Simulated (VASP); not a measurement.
# MoS2: single point with PBEsol

Crystal: MoS2.

```
CELL_PARAMETERS angstrom
3.22747 0.00000 0.00000
-1.61373 2.79507 0.00000
0.00000 0.00000 6.31247
ATOMIC_POSITIONS crystal
Mo 0.00000 0.00000 0.50000
S 0.33333 0.66667 0.25532
S 0.66667 0.33333 0.74468
```

```json
{"Program": "VASP 6.6.1", "Task": "single point", "Functional": "PBEsol", "Potentials or basis": "VASP PAW PBE potentials, release 64 (Mo_sv, S)", "Cutoff": "520 eV", "k mesh": "11 × 11 × 5", "Occupations": "gaussian, width 0.025 eV", "Spin": "no spin polarisation", "Dipole correction": "no", "Further INCAR settings": "ALGO = Normal; EDIFF = 1e-06; NBANDS = 20"}
```

| Property | Result |
| --- | --- |
| Pressure | -3.4 GPa |
| Largest force | 0.038 eV/Å |
| Band gap on the k mesh | zero (band 13 reaches 7.16 eV, above the bottom of band 14 at 6.47 eV) |

Forces in eV/Å, atoms in the order of the input:
```
Mo   0.000  0.000  0.000
S    0.000  0.000 -0.038
S    0.000  0.000  0.038
```

Stress tensor (GPa, compression positive):
```
-4.72  0.00  0.00
 0.00 -4.72  0.00
 0.00  0.00 -0.79
```

Levels at points of the mesh, in eV from the Fermi level:
```csv
k point,band 9,band 10,band 11,band 12,band 13,band 14,band 15,band 16,band 17,band 18
"(0.00, 0.00, 0.00)",-4.12,-1.91,-1.17,-1.04,-1.04,-0.38,-0.38,3.13,3.13,5.90
```

Wall time 48 s on 1 thread of AMD EPYC 7R43 64-Core Processor (Zen 3), on a shared host, peak memory 0.18 GiB.

Caveat: the PAW data sets were made with another functional, which shifts forces and pressure a little; this functional lacks dispersion, which binds the layers, so the pressure and a relaxed spacing across them are unreliable.
